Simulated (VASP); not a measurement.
PbS:

```xyz
2
Lattice="0.0000 2.9412 2.9412 2.9412 0.0000 2.9412 2.9412 2.9412 0.0000" Properties=species:S:1:pos:R:3 pbc="T T T"
Pb    0.0000    0.0000    0.0000
S     2.9412    2.9412    2.9412
```

This cell differs from its parent crystal: strain -1.5%.

Base run:

* Program: VASP 6.6.1
* Functional: PBE
* Potentials or basis: VASP PAW PBE potentials, release 64 (Pb_d, S)
* Cutoff: 520 eV
* k mesh: 8 × 8 × 8
* Occupations: fermi-dirac, width 0.02 eV
* Spin: no spin polarisation

Its results: band gap on the k mesh 0.27 eV; pressure 3.8 GPa.

Q: The run is repeated on the same cell with these changes: functional from PBE to r2SCAN; occupations from fermi-dirac, width 0.02 eV to gaussian, width 0.01 eV. What comes out?

A: Band gap on the k mesh 0.52 eV; pressure 3.0 GPa.

Caveats: spin-orbit coupling is left out, which moves the levels of the heavy elements; the cell stands under pressure (at least some runs); the PAW data sets were made with another functional, which shifts forces and pressure a little (at least some runs).

A k mesh can miss the band edges.
